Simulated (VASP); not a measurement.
# Zn9HS9 (a cell with a defect) in VASP: further runs

The runs below take Zn9HS9 (a cell with a defect) through single point, with PBE.

Everything below comes from runs of VASP 6.6.1. Logs are shortened: lines on timing, memory, paths and dates and some standing lists are left out, and cuts for length are marked.

**1. The cell of the first run**

The cell holds a defect, 19 atoms: a = 6.662 Å, b = 6.662 Å, c = 9.707 Å, α = 83.43°, β = 76.78°, γ = 60.00°.

**2. Single point, PBE**

Input file INCAR:

```
SYSTEM = Zn9HS9
PREC = Accurate ; ENCUT = 520
EDIFF = 1E-6 ; ISMEAR = 0
SIGMA = 0.02 ; LREAL = Auto
LASPH = .TRUE. ; NELM = 100
ALGO = Normal ; ISIF = 2
LWAVE = .FALSE. ; LCHARG = .TRUE.
GGA = PE ; LELF = .TRUE.
LVHAR = .TRUE. ; NELECT = 164.0
NBANDS = 96
```

Input file KPOINTS:

```
regular mesh
0
G
  2 2 2
  0 0 0
```

Input file POSCAR:

```
Zn9HS9
1.0
    0.0000000000     -6.6618213655      0.0000000000
    5.7693065380     -3.3309106827      0.0000000000
    0.0000000000     -2.2206071218      9.4492875734
Zn S H
9 9 1
Direct
    0.6445698718      0.6873895457      0.9870955802
    0.3144206974      0.2758147777      1.0121768362
    0.0304507699      0.0099193897      0.9988686371
    0.4396057544      0.6618639476      0.6751533330
    0.1000539032      0.3432799050      0.6487798104
    0.7724950435      1.0090413747      0.6678427290
    0.2374930885      0.6803311584      0.3331364376
    0.9103540675      0.3305180592      0.3169451640
    0.5631849586      0.9964289403      0.3381361796
    0.5998543461      0.6692462906      0.2398929001
    0.2637458902      0.3449868692      0.2624370336
    0.9166313651     -0.0008633620      0.2515890200
    0.1359769181      0.6777648187      0.5802836412
    0.7960017122      0.3386630589      0.5692692659
    0.4671091843      0.9978497350      0.5875360398
    0.3508776959      0.6462925787      0.9196086935
   -0.0022014765      0.3613486277      0.8910832626
    0.7067036531      0.0043656893      0.9124575724
    0.2334601414      0.0765882341      0.0857484751
```

Potentials or basis: VASP PAW PBE potentials, release 64 (Zn, S, H).

Run with:

```sh
$ cat potpaw_PBE.64/Zn/POTCAR potpaw_PBE.64/S/POTCAR potpaw_PBE.64/H/POTCAR > POTCAR
$ mpirun -np 1 vasp_std > vasp.out
```

OUTCAR:

```text
SYSTEM = Zn9HS9
   PREC = Accurate
   ENCUT = 520
   EDIFF = 1E-6
   ISMEAR = 0
   LREAL = Auto
   LASPH = .TRUE.
   NELM = 100
   ISIF = 2
   GGA = PE
   NELECT = 164.0

 ion  position               nearest neighbor table
   1  0.645  0.687  0.987-  17 2.34  16 2.34  18 2.35  10 2.40
   2  0.314  0.276  0.012-  19 1.70  18 2.36  17 2.44  11 2.44  16 2.64
   3  0.030  0.010  0.999-  16 2.35  17 2.38  12 2.40  18 2.50
   4  0.440  0.662  0.675-  16 2.31  13 2.36  14 2.37  15 2.38
   5  0.100  0.343  0.649-  17 2.29  14 2.34  13 2.36  15 2.38
   6  0.772  0.009  0.668-  18 2.31  14 2.36  13 2.37  15 2.38
   7  0.237  0.680  0.333-  11 2.32  13 2.34  10 2.34  12 2.36
   8  0.910  0.331  0.317-  11 2.34  12 2.34  10 2.36  14 2.39
[... 8 lines left out ...]
  17  0.998  0.361  0.891-   5 2.29   1 2.34   3 2.38   2 2.44
  18  0.707  0.004  0.912-   6 2.31   1 2.35   2 2.36   3 2.50
  19  0.233  0.077  0.086-   2 1.70

  LATTYP: Found a base centered monoclinic cell.
 ALAT       =     6.6618213655
 B/A-ratio  =     1.7320508076
 C/A-ratio  =     1.4570648124
 COS(beta)  =    -0.2287704229

  Lattice vectors:

 A1 = (   5.7693065380,   3.3309106828,   0.0000000000)
 A2 = (  -5.7693065380,   3.3309106827,   0.0000000000)
 A3 = (   0.0000000000,  -2.2206071218,   9.4492875734)

Analysis of symmetry for initial positions (statically):
=====================================================================
 Subroutine PRICEL returns:
 Original cell was already a primitive cell.

 Routine SETGRP: Setting up the symmetry group for a
 base centered monoclinic supercell.

 Subroutine GETGRP returns: Found  1 space group operations
 (whereof  1 operations were pure point group operations)
 out of a pool of  4 trial point group operations.

The static configuration has the point symmetry C_1 .

Analysis of symmetry for dynamics (positions and initial velocities):
=====================================================================
 Subroutine PRICEL returns:
 Original cell was already a primitive cell.

 Routine SETGRP: Setting up the symmetry group for a
 base centered monoclinic supercell.

 Subroutine GETGRP returns: Found  1 space group operations
 (whereof  1 operations were pure point group operations)
 out of a pool of  4 trial point group operations.

The dynamic configuration has the point symmetry C_1 .

 Subroutine INISYM returns: Found  1 space group operations
 (whereof  1 operations are pure point group operations),
 and found     1 'primitive' translations

----------------------------------------------------------------------------------------

                                     Primitive cell

  volume of cell :     363.1748

  direct lattice vectors                    reciprocal lattice vectors
     0.000000000 -6.661821365  0.000000000    -0.086665528 -0.150109099 -0.035276028
     5.769306538 -3.330910683  0.000000000     0.173331057  0.000000000  0.000000000
     0.000000000 -2.220607122  9.449287573     0.000000000  0.000000000  0.105828084

  length of vectors
     6.661821365  6.661821365  9.706705498     0.176884294  0.173331057  0.105828084

  position of ions in fractional coordinates (direct lattice)
     0.644569872  0.687389546  0.987095580
     0.314420697  0.275814778  0.012176836
     0.030450770  0.009919390  0.998868637
     0.439605754  0.661863948  0.675153333
     0.100053903  0.343279905  0.648779810
     0.772495044  0.009041375  0.667842729
[... 11 lines left out ...]
     0.706703653  0.004365689  0.912457572
     0.233460141  0.076588234  0.085748475

  ion indices of the primitive-cell ions
   primitive index   ion index
                 1           1
                 2           2
                 3           3
                 4           4
                 5           5
                 6           6
[... 11 lines left out ...]
                18          18
                19          19

----------------------------------------------------------------------------------------

 KPOINTS: regular mesh

Automatic generation of k-mesh.
 Grid dimensions read from file:
 generate k-points for:    2    2    2

 Generating k-lattice:

  Cartesian coordinates                     Fractional coordinates (reciprocal lattice)
    -0.043332764 -0.075054549 -0.017638014     0.500000000  0.000000000  0.000000000
     0.086665528  0.000000000  0.000000000     0.000000000  0.500000000  0.000000000
     0.000000000  0.000000000  0.052914042     0.000000000  0.000000000  0.500000000

  Length of vectors
     0.088442147  0.086665528  0.052914042

  Shift w.r.t. Gamma in fractional coordinates (k-lattice)
     0.000000000  0.000000000  0.000000000

 Subroutine IBZKPT returns following result:
 ===========================================

 Found      8 irreducible k-points:

 Following reciprocal coordinates:
            Coordinates               Weight
  0.000000  0.000000  0.000000      1.000000
  0.500000 -0.000000  0.000000      1.000000
  0.500000  0.500000  0.000000      1.000000
  0.000000  0.500000  0.000000      1.000000
  0.000000  0.000000  0.500000      1.000000
  0.500000 -0.000000  0.500000      1.000000
  0.500000  0.500000  0.500000      1.000000
  0.000000  0.500000  0.500000      1.000000
   k-points           NKPTS =      8   k-points in BZ     NKDIM =      8   number of bands    NBANDS=     96
   number of dos      NEDOS =    301   number of ions     NIONS =     19
   total plane-waves  NPLWV = 180000
   dimension x,y,z NGX =    50 NGY =   50 NGZ =   72
   dimension x,y,z NGXF=   100 NGYF=  100 NGZF=  144
   ions per type =               9   9   1
   NGX,Y,Z   is equivalent  to a cutoff of  12.48, 12.48, 12.33 a.u.
   NGXF,Y,Z  is equivalent  to a cutoff of  24.96, 24.96, 24.66 a.u.
 SYSTEM =  Zn9HS9
   PREC   = accura    normal or accurate (medium, high low for compatibility)
   ISTART =      0    job   : 0-new  1-cont  2-samecut
   ICHARG =      2    charge: 1-file 2-atom 10-const
   ISPIN  =      1    spin polarized calculation?
   LNONCOLLINEAR =      F non collinear calculations
   LSORBIT =      F    spin-orbit coupling
   LASPH  =      T    aspherical Exc in radial PAW
   ENCUT  =  520.0 eV  38.22 Ry    6.18 a.u.  12.39 12.39 18.05*2*pi/ulx,y,z
   NELM   =    100;   NELMIN=  2; NELMDL= -5     # of ELM steps
   EDIFF  = 0.1E-05   stopping-criterion for ELM
   LREAL  =      T    real-space projection
   EDIFFG = 0.1E-04   stopping-criterion for IOM
   NSW    =      0    number of steps for IOM
   IBRION =     -1    ionic relax: 0-MD 1-quasi-New 2-CG
   NFREE  =      0    steps in history (QN), initial steepest desc. (CG)
   ISIF   =      2    stress and relaxation
   ISYM   =      2    0-nonsym 1-usesym 2-fastsym
   POTIM  = 0.5000    time-step for ionic-motion
   TEBEG  =    0.0;   TEEND  =   0.0 temperature during run
   PSTRESS=    0.0 pullay stress
   NELECT =     164.0000    total number of electrons
   NUPDOWN=      -1.0000    fix difference up-down
   EMIN   =  10.00;   EMAX   =-10.00  energy-range for DOS
   EFERMI =   0.00;   METHOD = LEGACY
   ISMEAR =     0;   SIGMA  =   0.02  broadening in eV -4-tet -1-fermi 0-gaus
   EFERMI_NEDOS =   21; number of points for ismear=-14 and -15
   IALGO  =     38    algorithm
   IMIX   =      4    mixing-type and parameters
     AMIX     =   0.40;   BMIX     =  1.00
     AMIX_MAG =   1.60;   BMIX_MAG =  1.00
  volume/ion in A,a.u.               =      19.11       128.99
  Fermi-wavevector in a.u.,A,eV,Ry     =   1.255984  2.373466 21.463145  1.577497
  Thomas-Fermi vector in A             =   2.389714
   LORBIT       =      0    0 simple, 1 ext, 2 COOP (PROOUT), +10 PAW based schemes
   GGA     = PE    functional components
   LHFCALC =     F    Hartree Fock is set to
   AEXX    =    0.0000 exact exchange contribution
   IVDW    =     0    specifies the selected vdW correction
   LEPSILON=     F    determine dielectric tensor
   LRPA    =     F    only Hartree local field effects (RPA)
 non-spin polarized calculation
 Gauss-broadening in eV      SIGMA  =   0.02
  energy-cutoff  :      520.00
  volume of cell :      363.17
 maximum number of plane-waves:      9832
 NGX is ok and might be reduce to    50
   NGX = 25   NGY = 25   NGZ = 37

 number of electron     163.9999975 magnetization

 Free energy of the ion-electron system (eV)
  ---------------------------------------------------
  ext. energy  EPLUGINS =         0.00000000
  ---------------------------------------------------
  free energy    TOTEN  =       -59.73460180 eV

  energy without entropy =      -59.73460180  energy(sigma->0) =      -59.73460180

 E-fermi :   2.9840     XC(G=0):  -9.6479

 val. band max:        2.8688743757   @ k =   0.0000   0.0000   0.5000
 cond. band min:       4.4738409235   @ k =   0.0000   0.0000   0.0000
 fundamental gap:      1.6049665477
 Fermi energy:         2.9840150719

 k-point     1 :       0.0000    0.0000    0.0000
  band No.  band energies     occupation
      1     -11.1069      2.00000
      2     -10.5108      2.00000
      3     -10.2627      2.00000
      4     -10.0819      2.00000
      5     -10.0664      2.00000
      6     -10.0227      2.00000
[... 86 lines left out ...]
     93       7.7879      0.00000
     94       8.1533      0.00000

 k-point     2 :       0.5000   -0.0000    0.0000
  band No.  band energies     occupation
      1     -10.6275      2.00000
      2     -10.6075      2.00000
      3     -10.2636      2.00000
      4     -10.2268      2.00000
      5     -10.2029      2.00000
      6     -10.0158      2.00000
[... 86 lines left out ...]
     93       7.3054      0.00000
     94       7.4422      0.00000

 k-point     3 :       0.5000    0.5000    0.0000
  band No.  band energies     occupation
      1     -10.6264      2.00000
      2     -10.6021      2.00000
      3     -10.2544      2.00000
      4     -10.2433      2.00000
      5     -10.2015      2.00000
      6     -10.0180      2.00000
[... 86 lines left out ...]
     93       7.2137      0.00000
     94       7.4333      0.00000

 k-point     4 :       0.0000    0.5000    0.0000
  band No.  band energies     occupation
      1     -10.6440      2.00000
      2     -10.6111      2.00000
      3     -10.2433      2.00000
      4     -10.2199      2.00000
      5     -10.1564      2.00000
      6     -10.0304      2.00000
[... 86 lines left out ...]
     93       7.4410      0.00000
     94       7.5473      0.00000

 k-point     5 :       0.0000    0.0000    0.5000
  band No.  band energies     occupation
      1     -10.9995      2.00000
      2     -10.7691      2.00000
      3     -10.1037      2.00000
      4     -10.0813      2.00000
      5     -10.0649      2.00000
      6     -10.0236      2.00000
[... 86 lines left out ...]
     93       7.6451      0.00000
     94       8.0455      0.00000

 k-point     6 :       0.5000   -0.0000    0.5000
  band No.  band energies     occupation
      1     -10.5922      2.00000
      2     -10.5770      2.00000
      3     -10.3368      2.00000
      4     -10.2777      2.00000
      5     -10.2008      2.00000
      6     -10.0405      2.00000
[... 86 lines left out ...]
     93       7.2390      0.00000
     94       7.4941      0.00000

 k-point     7 :       0.5000    0.5000    0.5000
  band No.  band energies     occupation
      1     -10.5980      2.00000
      2     -10.5625      2.00000
      3     -10.3216      2.00000
      4     -10.2973      2.00000
      5     -10.2089      2.00000
      6     -10.0439      2.00000
[... 86 lines left out ...]
     93       7.3964      0.00000
     94       7.6541      0.00000

 k-point     8 :       0.0000    0.5000    0.5000
  band No.  band energies     occupation
      1     -10.5699      2.00000
      2     -10.5470      2.00000
      3     -10.3849      2.00000
      4     -10.3131      2.00000
      5     -10.2307      2.00000
      6     -10.0004      2.00000
[... 86 lines left out ...]
     93       7.2674      0.00000
     94       7.2830      0.00000
 [bands above 94 left out]

------------------------ aborting loop because EDIFF is reached ----------------------------------------

  FORCE on cell =-STRESS in cart. coord.  units (eV):
  Direction    XX          YY          ZZ          XY          YZ          ZX
  --------------------------------------------------------------------------------------
  -------------------------------------------------------------------------------------
  Total        9.5512126      9.1102248     12.1890801      0.7649290     -0.1659690      0.2080627
  in kB       42.1360119     40.1905557     53.7731961      3.3745512     -0.7321868      0.9178868
  external PRESSURE =      45.3665879 kB  Pullay stress =       0.0000000 kB

 VOLUME and BASIS-vectors are now :
 -----------------------------------------------------------------------------
  energy-cutoff  :      520.00
  volume of cell :      363.17
      direct lattice vectors                 reciprocal lattice vectors
     0.000000000 -6.661821365  0.000000000    -0.086665528 -0.150109099 -0.035276028
     5.769306538 -3.330910683  0.000000000     0.173331057  0.000000000  0.000000000
     0.000000000 -2.220607122  9.449287573     0.000000000  0.000000000  0.105828084

 POSITION                                       TOTAL-FORCE (eV/Angst)
 -----------------------------------------------------------------------------------
      3.96576     -8.77559      9.32735         0.083356      0.009611     -0.010664
      1.59126     -3.04037      0.11506        -0.076780      0.033964     -0.026169
      0.05723     -2.45399      9.43860         0.021317     -0.170915      0.029817
      3.81850     -6.63244      6.37972         0.036534      0.008929      0.011537
      1.98049     -3.25066      6.13051         0.016228     -0.039038      0.043386
      0.05216     -6.65936      6.31064        -0.013046     -0.003813      0.018634
[... 11 lines left out ...]
      0.02519     -6.74869      8.62207         0.000615     -0.101756     -0.015232
      0.44186     -2.00079      0.81026        -0.419462     -0.089639     -0.161199
 -----------------------------------------------------------------------------------
    total drift:                                0.000792      0.000776      0.007597

  FREE ENERGIE OF THE ION-ELECTRON SYSTEM (eV)
  ---------------------------------------------------
  free  energy   TOTEN  =       -59.7346017979 eV

  energy  without entropy=      -59.7346017979  energy(sigma->0) =      -59.73460180
```

It took 16 min on 1 thread of Oxide Virtual Turin-like, shared host; peak memory 0.48 GiB.

Results:

```
Free energy   : -59.7346 eV
Largest force : 0.458 eV/Å
```

Forces on the atoms (eV/Å):
```
Zn   0.083  0.010 -0.011
Zn  -0.077  0.034 -0.026
Zn   0.021 -0.171  0.030
Zn   0.037  0.009  0.012
Zn   0.016 -0.039  0.043
Zn  -0.013 -0.004  0.019
Zn   0.020  0.063 -0.050
Zn   0.058  0.087  0.160
Zn   0.039  0.046 -0.020
S    0.015  0.044  0.017
S    0.029  0.127 -0.103
S    0.063  0.068  0.030
S    0.000 -0.005 -0.023
S    0.021 -0.023  0.050
S    0.030  0.002 -0.006
S   -0.007 -0.003 -0.004
S    0.082 -0.054  0.060
S    0.001 -0.102 -0.015
H   -0.419 -0.090 -0.161
```

Caveat: the k points lie up to 0.56 Å⁻¹ apart; the cell carries a net charge on a neutralising background, which shifts energy and pressure; the cell is charged against a uniform background, so pressure and absolute levels hang on convention.

**3. Single point, PBE**

Input file INCAR:

```
SYSTEM = Zn9HS9
ALGO = Normal
EDIFF = 1E-6
ENCUT = 520
GGA = PE
ISIF = 2
ISMEAR = 0
LASPH = .True.
LCHARG = .False.
LREAL = Auto
LWAVE = .False.
NBANDS = 96
NELECT = 164.0
NELM = 60
PREC = Accurate
SIGMA = 0.02
```

Input file KPOINTS:

```
k-points
0
Gamma
  2 2 2
  0 0 0
```

Input file POSCAR:

```
Zn9HS9
1.0
    0.0000000000     -6.6618213655      0.0000000000
    5.7693065380     -3.3309106827      0.0000000000
    0.0000000000     -2.2206071218      9.4492875734
Zn S H
9 9 1
Direct
    0.7045555442      0.6538193066      0.9988876862
    0.2607974272      0.3841134087      1.0121797993
   -0.0028370152     -0.0174305177      0.9863037745
    0.4465806367      0.6589353460      0.6684198095
    0.1083971657      0.3259454126      0.6461860699
    0.7662494439      1.0077074189      0.6754435136
    0.2272892753      0.6735091946      0.3387386589
    0.9103503063      0.3384495151      0.3145224417
    0.5868737227      0.9875216306      0.3343706047
    0.5818835994      0.6708913757      0.2518163387
    0.2793111576      0.3227654810      0.2642034101
    0.9371700334     -0.0009890270      0.2391422615
    0.1295484216      0.6718022304      0.5878245272
    0.7992700342      0.3301629039      0.5678224901
    0.4792204959      0.9901063433      0.5814805568
    0.3740005535      0.6621190909      0.9130694704
    0.0249928261      0.3061596725      0.8884096219
    0.6639197164      0.0169904302      0.9205720466
   -0.0190078471      0.5726948253      0.0886476354
```

Potentials or basis: VASP PAW PBE potentials, release 64 (Zn, S, H).

Run with:

```sh
$ cat potpaw_PBE.64/Zn/POTCAR potpaw_PBE.64/S/POTCAR potpaw_PBE.64/H/POTCAR > POTCAR
$ mpirun -np 1 vasp_std > vasp.out
```

Run time: 15 min. Hardware: 1 thread of Oxide Virtual Turin-like, shared host; peak memory 0.49 GiB.

It converged, with:

```
Free energy   : -59.6451 eV
Largest force : 0.498 eV/Å
```

Forces in eV/Å, atoms in the order of the input:
```
Zn  -0.027 -0.162  0.029
Zn   0.100  0.006 -0.034
Zn  -0.092  0.006  0.001
Zn   0.005 -0.008  0.003
Zn  -0.030 -0.025  0.051
Zn  -0.039  0.000  0.014
Zn  -0.055  0.083 -0.019
Zn  -0.041  0.081  0.161
Zn  -0.017  0.069 -0.035
S   -0.086  0.016  0.016
S   -0.027  0.151 -0.081
S   -0.016  0.038  0.002
S   -0.035 -0.003 -0.009
S   -0.024 -0.016  0.062
S   -0.009 -0.005 -0.053
S   -0.035 -0.119 -0.001
S   -0.089 -0.029  0.043
S    0.044 -0.013 -0.006
H    0.473 -0.068 -0.143
```

Levels at points of the mesh, in eV from the Fermi level:
```csv
k point,band 80,band 81,band 82,band 83,band 84,band 85
"(0.00, 0.00, 0.00)",-1.03,-1.01,-0.33,1.48,2.02,2.46
"(0.50, 0.00, 0.00)",-1.65,-1.63,-0.44,2.53,2.59,2.82
"(0.50, 0.50, 0.00)",-1.67,-1.64,-0.25,2.21,2.61,2.94
"(0.00, 0.50, 0.00)",-1.64,-1.58,-0.26,2.26,2.66,3.02
"(0.00, 0.00, 0.50)",-1.17,-1.11,-0.13,1.90,2.05,2.62
"(0.50, 0.00, 0.50)",-1.83,-1.72,-0.37,2.14,2.64,2.79
"(0.50, 0.50, 0.50)",-1.79,-1.77,-0.37,2.22,2.84,2.93
"(0.00, 0.50, 0.50)",-1.83,-1.78,-0.34,2.25,2.69,2.85
```

Caveat: the k points lie up to 0.56 Å⁻¹ apart; the cell carries a net charge on a neutralising background, which shifts energy and pressure; the cell is charged against a uniform background, so pressure and absolute levels hang on convention.
